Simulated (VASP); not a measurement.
A run of VASP 6.6.1 is set up as follows.

Contents of INCAR:

```
PREC = Accurate
ENCUT = 520
EDIFF = 1E-8
ISMEAR = -1
SIGMA = 0.15
LREAL = F
LASPH = T
NELM = 60
ALGO = Normal
ISIF = 2
LWAVE = F
LCHARG = F
GGA = PE
IVDW = 12
IBRION = 6
NFREE = 2
POTIM = 0.015
NSW = 1
```

The input KPOINTS:

```
Automatic mesh
0
Gamma
  18 18 6
```

Contents of POSCAR:

```
C
1.0
    2.4649796689      0.0000000000      0.0000000000
   -1.2324898345      2.1347350131      0.0000000000
    0.0000000000      0.0000000000      6.7384331569
C
4
Direct
    0.0000000000      0.0000000000      0.0025000000
    0.0000000000      0.0000000000      0.5025000000
    0.3333333333      0.6666666667      0.0025000000
    0.6666666667      0.3333333333      0.5025000000
```

Potentials or basis: VASP PAW PBE potentials, release 64 (C).

Run with:

```sh
$ cat potpaw_PBE.64/C/POTCAR > POTCAR
$ mpirun -np 1 vasp_std > vasp.out
```

Task: Estimate the highest phonon frequency at Γ.

Result: 1563 cm⁻¹.

Task: What does it give for the dispersion energy per atom?

Result: -0.156 eV.

Phonon frequencies in cm⁻¹ (negative: imaginary):
| q point | frequencies |
| --- | --- |
| (0.000, 0.000, 0.000) | 0 0 0 36 36 123 865 869 1559 1559 1563 1563 |
